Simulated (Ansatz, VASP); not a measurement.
Be: VASP beside Ansatz

The input POSCAR:

```
Be
1.0
    0.0000000000      2.4659906896      2.4659906896
    2.4659906896      0.0000000000      2.4659906896
    2.4659906896      2.4659906896      0.0000000000
Be
2
Direct
    0.1250000000      0.1250000000      0.1250000000
    0.8750000000      0.8750000000      0.8750000000
```

The input INCAR.step1:

```
SYSTEM = Be
PREC = Accurate
ENCUT = 520
ISMEAR = -1
SIGMA = 0.1
LREAL = .FALSE.
LASPH = .TRUE.
NELM = 60
NBANDS = 9
GGA = PE
ALGO = Normal
EDIFF = 1E-4
LWAVE = .TRUE.
LCHARG = .FALSE.
```

File INCAR.step2:

```
SYSTEM = Be
PREC = Accurate
ENCUT = 520
EDIFF = 1E-6
ISMEAR = -1
SIGMA = 0.1
LREAL = .FALSE.
LASPH = .TRUE.
NELM = 60
ALGO = Normal
ISIF = 2
LWAVE = .FALSE.
LCHARG = .FALSE.
METAGGA = R2SCAN
LMIXTAU = .TRUE.
NBANDS = 9
ISTART = 1
```

File KPOINTS:

```
regular mesh
0
G
  12 12 12
  0 0 0
```

Input for Ansatz:

```yaml
crystal:
  lattice:
    - [0.0, 2.4659906896, 2.4659906896]
    - [2.4659906896, 0.0, 2.4659906896]
    - [2.4659906896, 2.4659906896, 0.0]
  atoms:
    - { symbol: Be, position: [0.125, 0.125, 0.125] }
    - { symbol: Be, position: [0.875, 0.875, 0.875] }
hamiltonian:
  xc: r2scan
  pseudopotentials:
    kind: paw
    azcp:
      Be: "pseudopotentials/Be.paw.azcp"
basis:
  ecutwfc: 500
  fft_grid_basis: typed
kpoints:
  mp_grid: { grid: [12, 12, 12], shift: [0, 0, 0] }
magnetization:
  spin_polarized: false
scf:
  occupations: { method: fermi_dirac, width: 0.1 }
  lower_state_search: "off"
output:
  stress: true
```

Alike in both runs: task single point; functional r2SCAN; k mesh 12 × 12 × 12; occupations fermi-dirac, width 0.1 eV; no spin polarisation.

```csv
,VASP,Ansatz
version,VASP 6.6.1,Ansatz 0.2.0
potentials or method,"VASP PAW PBE potentials, release 64 (Be), cutoff 520 eV","plane waves (500 eV) with PAW, scalar-relativistic"
valence electrons in the cell,4,4
```

|  | VASP | Ansatz | Ansatz less VASP |
| --- | --- | --- | --- |
| pressure (GPa) | 0.0 | 0.0 | -0.04 |

VASP's potentials were made for PBE, not for r2SCAN.
